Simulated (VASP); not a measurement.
Input of a VASP 6.6.1 run:

File INCAR:

```
PREC = Accurate ; ENCUT = 520
EDIFF = 1E-7 ; ISMEAR = -1
SIGMA = 0.1 ; LREAL = False
LASPH = True ; NELM = 100
ALGO = Normal ; ISIF = 2
LWAVE = False ; LCHARG = True
GGA = RE ; LELF = True
LVHAR = True ; NBANDS = 10
```

File KPOINTS:

```
Automatic mesh
0
Gamma
  14 14 14
```

The input POSCAR:

```
Re
1.0
    2.6877994115      0.0000000000      0.0000000000
    0.0000000000      2.6877994115      0.0000000000
    0.0000000000      0.0000000000      2.6877994115
Re
1
Direct
    0.0000000000      0.0000000000      0.0000000000
```

Potentials or basis: VASP PAW PBE potentials, release 64 (Re).

Command:

```console
$ cat potpaw_PBE.64/Re/POTCAR > POTCAR
$ mpirun -np 1 vasp_std > vasp.out
```

What does it give for the pressure?

-23.5 GPa.

Caveat: the PAW data sets were made with another functional, which shifts forces and pressure a little.
